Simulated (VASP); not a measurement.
# BN (Cmcm) in VASP: further runs, part 2 of 3

VASP 6.6.1. Earlier steps stand in the parts before.

### 3 Single point, LDA (normal strain along x +0.1100, normal strain along z -0.0367)

File INCAR:

```
SYSTEM = BN
  PREC = Accurate
  ENCUT = 520
  EDIFF = 1E-7
  ISMEAR = 0
  SIGMA = 0.05
  LREAL = .False.
  LASPH = .True.
  NELM = 100
  ALGO = Normal
  ISIF = 2
  LWAVE = .False.
  LCHARG = .False.
  GGA = CA
  NBANDS = 16
```

File KPOINTS:

```
Automatic mesh
0
Gamma
  12 12 4
  0 0 0
```

File POSCAR:

```
BN
1.0
    2.7620704039      0.0000000000      0.0000000000
   -1.3810352019      2.1549757989      0.0000000000
    0.0000000000      0.0000000000      6.2568950294
B N
2 2
Direct
    0.3533889173      0.7067778347      0.2500000000
    0.6466110827      0.2932221653      0.7500000000
    0.3094823633      0.6189647266      0.7500000000
    0.6905176367      0.3810352734      0.2500000000
```

Potentials or basis: VASP PAW LDA potentials, release 64 (B, N).

Command:

```
$ cat potpaw_LDA.64/B/POTCAR potpaw_LDA.64/N/POTCAR > POTCAR
$ mpirun -np 1 vasp_std > vasp.out
```

OUTCAR:

```text
SYSTEM = BN
   PREC = Accurate
   ENCUT = 520
   EDIFF = 1E-7
   ISMEAR = 0
   LREAL = .False.
   LASPH = .True.
   NELM = 100
   ISIF = 2
   GGA = CA

 ion  position               nearest neighbor table
   1  0.353  0.707  0.250-   4 1.45   4 1.55   4 1.55
   2  0.647  0.293  0.750-   3 1.45   3 1.55   3 1.55
   3  0.309  0.619  0.750-   2 1.45   2 1.55   2 1.55
   4  0.691  0.381  0.250-   1 1.45   1 1.55   1 1.55

  Warning from LATTYP: Monoclinic adjustment (A1->A3, A2->A1, A3->A2)!
  LATTYP: Found a base centered orthorhombic cell.
 ALAT       =     2.7620704039
 B/A-ratio  =     1.5604061329
 C/A-ratio  =     2.2652916524

  Lattice vectors:

 A1 = (   1.3810352019,  -2.1549757989,   0.0000000000)
 A2 = (   1.3810352020,   2.1549757989,   0.0000000000)
 A3 = (   0.0000000000,   0.0000000000,   6.2568950294)

Analysis of symmetry for initial positions (statically):
=====================================================================
 Subroutine PRICEL returns:
 Original cell was already a primitive cell.

 Routine SETGRP: Setting up the symmetry group for a
 base centered orthorhombic supercell.

 Subroutine GETGRP returns: Found  8 space group operations
 (whereof  4 operations were pure point group operations)
 out of a pool of  8 trial point group operations.

The static configuration has the point symmetry C_2h.
 The point group associated with its full space group is D_2h.

Analysis of symmetry for dynamics (positions and initial velocities):
=====================================================================
 Subroutine PRICEL returns:
 Original cell was already a primitive cell.

 Routine SETGRP: Setting up the symmetry group for a
 base centered orthorhombic supercell.

 Subroutine GETGRP returns: Found  8 space group operations
 (whereof  4 operations were pure point group operations)
 out of a pool of  8 trial point group operations.

The dynamic configuration has the point symmetry C_2h.
 The point group associated with its full space group is D_2h.

 Subroutine INISYM returns: Found  8 space group operations
 (whereof  4 operations are pure point group operations),
 and found     1 'primitive' translations

----------------------------------------------------------------------------------------

                                     Primitive cell

  volume of cell :      37.2423

  direct lattice vectors                    reciprocal lattice vectors
     2.762070404  0.000000000  0.000000000     0.362047252  0.232021167  0.000000000
    -1.381035202  2.154975799  0.000000000     0.000000000  0.464042334  0.000000000
     0.000000000  0.000000000  6.256895029     0.000000000  0.000000000  0.159823682

  length of vectors
     2.762070404  2.559527090  6.256895029     0.430013994  0.464042334  0.159823682

  position of ions in fractional coordinates (direct lattice)
     0.353388917  0.706777835  0.250000000
     0.646611083  0.293222165  0.750000000
     0.309482363  0.618964727  0.750000000
     0.690517637  0.381035273  0.250000000

  ion indices of the primitive-cell ions
   primitive index   ion index
                 1           1
                 2           2
                 3           3
                 4           4

----------------------------------------------------------------------------------------

 KPOINTS: Automatic mesh
[... 29 lines left out ...]
  0.333333  0.000000  0.000000      4.000000
  0.416667 -0.000000  0.000000      4.000000
[... 16 lines left out ...]
  0.333333  0.166667  0.000000      4.000000
  0.416667  0.166667  0.000000      4.000000
 [... further k-points ...]
   k-points           NKPTS =    129   k-points in BZ     NKDIM =    129   number of bands    NBANDS=     16
   number of dos      NEDOS =    301   number of ions     NIONS =      4
   total plane-waves  NPLWV =  23040
   dimension x,y,z NGX =    24 NGY =   20 NGZ =   48
   dimension x,y,z NGXF=    48 NGYF=   40 NGZF=   96
   ions per type =               2   2
   NGX,Y,Z   is equivalent  to a cutoff of  14.45, 12.99, 12.75 a.u.
   NGXF,Y,Z  is equivalent  to a cutoff of  28.89, 25.98, 25.51 a.u.
 SYSTEM =  BN
   PREC   = accura    normal or accurate (medium, high low for compatibility)
   ISTART =      0    job   : 0-new  1-cont  2-samecut
   ICHARG =      2    charge: 1-file 2-atom 10-const
   ISPIN  =      1    spin polarized calculation?
   LNONCOLLINEAR =      F non collinear calculations
   LSORBIT =      F    spin-orbit coupling
   LASPH  =      T    aspherical Exc in radial PAW
   ENCUT  =  520.0 eV  38.22 Ry    6.18 a.u.   5.14  4.76 11.63*2*pi/ulx,y,z
   NELM   =    100;   NELMIN=  2; NELMDL= -5     # of ELM steps
   EDIFF  = 0.1E-06   stopping-criterion for ELM
   LREAL  =      F    real-space projection
   EDIFFG = 0.1E-05   stopping-criterion for IOM
   NSW    =      0    number of steps for IOM
   IBRION =     -1    ionic relax: 0-MD 1-quasi-New 2-CG
   NFREE  =      0    steps in history (QN), initial steepest desc. (CG)
   ISIF   =      2    stress and relaxation
   ISYM   =      2    0-nonsym 1-usesym 2-fastsym
   POTIM  = 0.5000    time-step for ionic-motion
   TEBEG  =    0.0;   TEEND  =   0.0 temperature during run
   PSTRESS=    0.0 pullay stress
   NELECT =      16.0000    total number of electrons
   NUPDOWN=      -1.0000    fix difference up-down
   EMIN   =  10.00;   EMAX   =-10.00  energy-range for DOS
   EFERMI =   0.00;   METHOD = LEGACY
   ISMEAR =     0;   SIGMA  =   0.05  broadening in eV -4-tet -1-fermi 0-gaus
   EFERMI_NEDOS =   21; number of points for ismear=-14 and -15
   IALGO  =     38    algorithm
   IMIX   =      4    mixing-type and parameters
     AMIX     =   0.40;   BMIX     =  1.00
     AMIX_MAG =   1.60;   BMIX_MAG =  1.00
  volume/ion in A,a.u.               =       9.31        62.83
  Fermi-wavevector in a.u.,A,eV,Ry     =   1.235292  2.334363 20.761747  1.525945
  Thomas-Fermi vector in A             =   2.369947
   LORBIT       =      0    0 simple, 1 ext, 2 COOP (PROOUT), +10 PAW based schemes
   GGA     = CA    functional components
   LHFCALC =     F    Hartree Fock is set to
   AEXX    =    0.0000 exact exchange contribution
   IVDW    =     0    specifies the selected vdW correction
   LEPSILON=     F    determine dielectric tensor
   LRPA    =     F    only Hartree local field effects (RPA)
 non-spin polarized calculation
 Gauss-broadening in eV      SIGMA  =   0.05
  energy-cutoff  :      520.00
  volume of cell :       37.24
 maximum number of plane-waves:      1020
 NGX is ok and might be reduce to    24
   NGX = 11   NGY =  9   NGZ = 23

 number of electron      16.0000000 magnetization

 Free energy of the ion-electron system (eV)
  ---------------------------------------------------
  ext. energy  EPLUGINS =         0.00000000
  ---------------------------------------------------
  free energy    TOTEN  =       -37.61551946 eV

  energy without entropy =      -37.61551946  energy(sigma->0) =      -37.61551946

 E-fermi :   2.6340     XC(G=0): -10.5893

 val. band max:        2.4280827299   @ k =   0.0000   0.5000   0.0000
 cond. band min:       5.8714475209   @ k =   0.5000  -0.0000   0.2500
 fundamental gap:      3.4433647910
 Fermi energy:         2.6339775872

 k-point     1 :       0.0000    0.0000    0.0000
  band No.  band energies     occupation
      1     -14.8418      2.00000
      2     -14.3414      2.00000
      3      -3.9187      2.00000
      4      -0.9208      2.00000
      5       0.3657      2.00000
      6       0.4665      2.00000
[... 433 lines left out ...]
      3      -6.0528      2.00000
      4      -5.9228      2.00000
      5      -2.7657      2.00000
      6      -2.6105      2.00000
[... 8 lines left out ...]
     15      15.7307      0.00000
     16      18.0157      0.00000

 [... further k-points ...]

------------------------ aborting loop because EDIFF is reached ----------------------------------------

  FORCE on cell =-STRESS in cart. coord.  units (eV):
  Direction    XX          YY          ZZ          XY          YZ          ZX
  --------------------------------------------------------------------------------------
  -------------------------------------------------------------------------------------
  Total      -17.6550221     -3.7317959      0.0796638     -0.0000000      0.0000000      0.0000000
  in kB     -759.5263382   -160.5433995      3.4271713     -0.0000000      0.0000000      0.0000000
  external PRESSURE =    -305.5475222 kB  Pullay stress =       0.0000000 kB

 VOLUME and BASIS-vectors are now :
 -----------------------------------------------------------------------------
  energy-cutoff  :      520.00
  volume of cell :       37.24
      direct lattice vectors                 reciprocal lattice vectors
     2.762070404  0.000000000  0.000000000     0.362047252  0.232021167  0.000000000
    -1.381035202  2.154975799  0.000000000     0.000000000  0.464042334  0.000000000
     0.000000000  0.000000000  6.256895029     0.000000000  0.000000000  0.159823682

 POSITION                                       TOTAL-FORCE (eV/Angst)
 -----------------------------------------------------------------------------------
     -0.00000      1.52309      1.56422        -0.000000     -0.016425      0.000000
      1.38104      0.63189      4.69267         0.000000      0.016425      0.000000
      0.00000      1.33385      4.69267        -0.000000     -0.018149     -0.000000
      1.38104      0.82112      1.56422         0.000000      0.018149      0.000000
 -----------------------------------------------------------------------------------
    total drift:                               -0.000000      0.000000     -0.000000

  FREE ENERGIE OF THE ION-ELECTRON SYSTEM (eV)
  ---------------------------------------------------
  free  energy   TOTEN  =       -37.6155194606 eV

  energy  without entropy=      -37.6155194606  energy(sigma->0) =      -37.61551946
```

Wall time 29 s (1 thread of Intel Xeon 6975P-C (Granite Rapids), shared host); peak memory 0.18 GiB.

Results:

```yaml
Free_energy: -37.6155 eV
Pressure: -30.6 GPa
Largest_force: 0.018 eV/Å
Band_gap_on_the_k_mesh: 3.44 eV (least direct gap 3.52 eV)
```

Forces in eV/Å, atoms in the order of the input:
```
B    0.000 -0.016  0.000
B    0.000  0.016  0.000
N    0.000 -0.018  0.000
N    0.000  0.018  0.000
```

Stress tensor (GPa, compression positive):
```
-75.95   0.00   0.00
  0.00 -16.05   0.00
  0.00   0.00   0.34
```

Caveat: the cell differs from its parent crystal (normal strain along x +0.1100, normal strain along z -0.0367); the cell stands under tension. A k mesh can miss the band edges.

### 4 Single point, LDA (normal strain along x +0.1100, normal strain along z +0.0000)

File INCAR:

```
SYSTEM = BN
  ALGO = Normal
  EDIFF = 1E-6
  ENCUT = 520
  GGA = CA
  ISIF = 2
  ISMEAR = 0
  LASPH = .TRUE.
  LCHARG = .TRUE.
  LELF = .TRUE.
  LREAL = .FALSE.
  LVHAR = .TRUE.
  LWAVE = .FALSE.
  NBANDS = 16
  NELM = 60
  PREC = Accurate
  SIGMA = 0.05
```

File KPOINTS:

```
k-points
0
G
  12 12 4
  0 0 0
```

File POSCAR:

```
BN
1.0
    2.7620704039      0.0000000000      0.0000000000
   -1.3810352019      2.1549757989      0.0000000000
    0.0000000000      0.0000000000      6.4952714932
B N
2 2
Direct
    0.3548387381      0.7096774763      0.2500000000
    0.6451612619      0.2903225237      0.7500000000
    0.3080499816      0.6160999633      0.7500000000
    0.6919500184      0.3839000367      0.2500000000
```

Command:

```
$ cat potpaw_LDA.64/B/POTCAR potpaw_LDA.64/N/POTCAR > POTCAR
$ mpirun -np 1 vasp_std > vasp.out
```

Run time: 29 s. Hardware: 1 thread of Intel Xeon 6975P-C (Granite Rapids), shared host; peak memory 0.18 GiB.

The run converged. Its results:

```yaml
Free_energy: -37.6152 eV
Pressure: -29.9 GPa
Largest_force: 0.017 eV/Å
Band_gap_on_the_k_mesh: 3.52 eV (least direct gap 3.63 eV)
```

Forces in eV/Å, atoms in the order of the input:
```
B    0.000 -0.017  0.000
B    0.000  0.017  0.000
N    0.000 -0.017  0.000
N    0.000  0.017  0.000
```

Stress tensor (GPa, compression positive):
```
-73.48   0.00   0.00
  0.00 -15.60   0.00
  0.00   0.00  -0.64
```

Levels at points of the mesh, in eV from the valence-band top:
```
           k point  band 5  band 6  band 7  band 8  band 9  band 10  band 11  band 12
(0.00, 0.00, 0.00)   -2.00   -1.93   -1.54   -1.48    4.59     8.43     9.25     9.33
(0.50, 0.00, 0.00)   -3.70   -3.62   -2.00   -0.83    3.52     4.87     8.64     9.23
(0.00, 0.50, 0.00)   -5.16   -5.04   -1.25   -0.02    3.61     5.24     6.23     6.32
(0.00, 0.00, 0.50)   -1.96   -1.96   -1.51   -1.51    6.74     6.74     9.36     9.36
(0.50, 0.00, 0.50)   -3.66   -3.66   -1.36   -1.36    3.86     3.86     9.20     9.20
(0.00, 0.50, 0.50)   -5.10   -5.10   -0.62   -0.62    4.19     4.19     6.36     6.36
```

Caveat: the cell differs from its parent crystal (normal strain along x +0.1100, normal strain along z +0.0000); the cell stands under tension.

### 5 Single point, LDA (normal strain along x +0.1100, normal strain along z +0.0367)

File INCAR:

```
SYSTEM = BN
  PREC = Accurate
  ENCUT = 520
  EDIFF = 1E-7
  ISMEAR = 0
  SIGMA = 0.05
  LREAL = .False.
  LASPH = .True.
  NELM = 80
  ALGO = Normal
  ISIF = 2
  LWAVE = .False.
  LCHARG = .False.
  NBANDS = 16
```

File KPOINTS:

```
Automatic mesh
0
Gamma
  12 12 4
  0 0 0
```

File POSCAR:

```
BN
1.0
    2.7620704039      0.0000000000      0.0000000000
   -1.3810352019      2.1549757989      0.0000000000
    0.0000000000      0.0000000000      6.7336479570
B N
2 2
Direct
    0.3547091519      0.7094183039      0.2500000000
    0.6452908481      0.2905816961      0.7500000000
    0.3081950337      0.6163900674      0.7500000000
    0.6918049663      0.3836099326      0.2500000000
```

Potentials or basis: VASP PAW LDA potentials, release 64 (B, N).

Command:

```
$ cat potpaw_LDA.64/B/POTCAR potpaw_LDA.64/N/POTCAR > POTCAR
$ mpirun -np 1 vasp_std > vasp.out
```

OUTCAR:

```text
SYSTEM = BN
   PREC = Accurate
   ENCUT = 520
   EDIFF = 1E-7
   ISMEAR = 0
   LREAL = .False.
   LASPH = .True.
   NELM = 80
   ISIF = 2

 ion  position               nearest neighbor table
   1  0.355  0.709  0.250-   4 1.45   4 1.55   4 1.55
   2  0.645  0.291  0.750-   3 1.45   3 1.55   3 1.55
   3  0.308  0.616  0.750-   2 1.45   2 1.55   2 1.55
   4  0.692  0.384  0.250-   1 1.45   1 1.55   1 1.55

  Warning from LATTYP: Monoclinic adjustment (A1->A3, A2->A1, A3->A2)!
  LATTYP: Found a base centered orthorhombic cell.
 ALAT       =     2.7620704039
[... 659 lines left out ...]
  --------------------------------------------------------------------------------------
  -------------------------------------------------------------------------------------
  Total      -17.7859169     -3.7800327     -0.3046109     -0.0000000      0.0000000      0.0000000
  in kB     -710.9831234   -151.1049140    -12.1766687     -0.0000000      0.0000000      0.0000000
  external PRESSURE =    -291.4215687 kB  Pullay stress =       0.0000000 kB

 VOLUME and BASIS-vectors are now :
 -----------------------------------------------------------------------------
  energy-cutoff  :      520.00
  volume of cell :       40.08
      direct lattice vectors                 reciprocal lattice vectors
     2.762070404  0.000000000  0.000000000     0.362047252  0.232021167  0.000000000
    -1.381035202  2.154975799  0.000000000     0.000000000  0.464042334  0.000000000
     0.000000000  0.000000000  6.733647957     0.000000000  0.000000000  0.148507912

 POSITION                                       TOTAL-FORCE (eV/Angst)
 -----------------------------------------------------------------------------------
     -0.00000      1.52878      1.68341        -0.000000     -0.016656     -0.000000
      1.38104      0.62620      5.05024         0.000000      0.016656     -0.000000
      0.00000      1.32831      5.05024        -0.000000     -0.016738      0.000000
      1.38104      0.82667      1.68341         0.000000      0.016738      0.000000
 -----------------------------------------------------------------------------------
    total drift:                                0.000000     -0.000000      0.000000

  FREE ENERGIE OF THE ION-ELECTRON SYSTEM (eV)
  ---------------------------------------------------
  free  energy   TOTEN  =       -37.6079879057 eV

  energy  without entropy=      -37.6079879057  energy(sigma->0) =      -37.60798791
```

stdout:

```text
POSCAR found type information on POSCAR B N
 POSCAR found :  2 types and       4 ions
 scaLAPACK will be used
 LDA part: xc-table for (Slater(with rela. corr.)+CA(PZ))
 , standard interpolation
 POSCAR, INCAR and KPOINTS ok, starting setup
 FFT: planning ... GRIDC
 FFT: planning ... GRID_SOFT
 FFT: planning ... GRID
 WAVECAR not read
 entering main loop
```

It took 34 s on 1 thread of Intel Xeon 6975P-C (Granite Rapids), shared host; peak memory 0.18 GiB.

What came out:

| Item | Value |
| --- | --- |
| Free energy | -37.6080 eV |
| Pressure | -29.1 GPa |
| Largest force | 0.017 eV/Å |
| Band gap on the k mesh | 3.58 eV (least direct gap 3.79 eV) |

Forces in eV/Å, atoms in the order of the input:
```
B    0.000 -0.017  0.000
B    0.000  0.017  0.000
N    0.000 -0.017  0.000
N    0.000  0.017  0.000
```

Caveat: the cell differs from its parent crystal (normal strain along x +0.1100, normal strain along z +0.0367); the cell stands under tension. A k mesh can miss the band edges.

(Continued in part 3 of 3.)
